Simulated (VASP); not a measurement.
Runs of VASP 6.6.1 on HfCl4F. The structure is that of space group F-43m (No. 216), or close to it. The cells are those of the table. 

```csv
task,cell,k mesh,cutoff (eV),gap on the mesh (eV),pressure (GPa),largest force (eV/Å)
relaxation of cell and atoms,"relaxed from a = 5.774 Å, angles 60.0°, 6 atoms",4 × 4 × 4,600,none,0.0,0.02
single point,"a = 6.421 Å, angles 60.0°, 6 atoms",8 × 8 × 8,520,none,-0.1,-
single point,"a = 6.391 Å, angles 60.0°, 6 atoms",4 × 4 × 4,520,none,0.2,0.02
single point,"a = 5.774 Å, angles 60.0°, 6 atoms",4 × 4 × 4,520,none,(a),10.10
```

Alike in all rows: level PBE; potentials or basis VASP PAW PBE potentials, release 64 (Hf_pv, Cl, F); no spin polarisation; smearing gaussian 0.1 eV.

Problem. Estimate the missing entries.

Solution. (a) 25.5.

Caveats: spin-orbit coupling is left out, which moves the levels of the heavy elements; an odd number of electrons without spin polarisation forces a metal; a magnetic or distorted state may lie lower.

A k mesh can miss the band edges, and the runs leave out spin-orbit coupling on Hf.

A gap of «none» marks levels without a gap at the run's occupations.
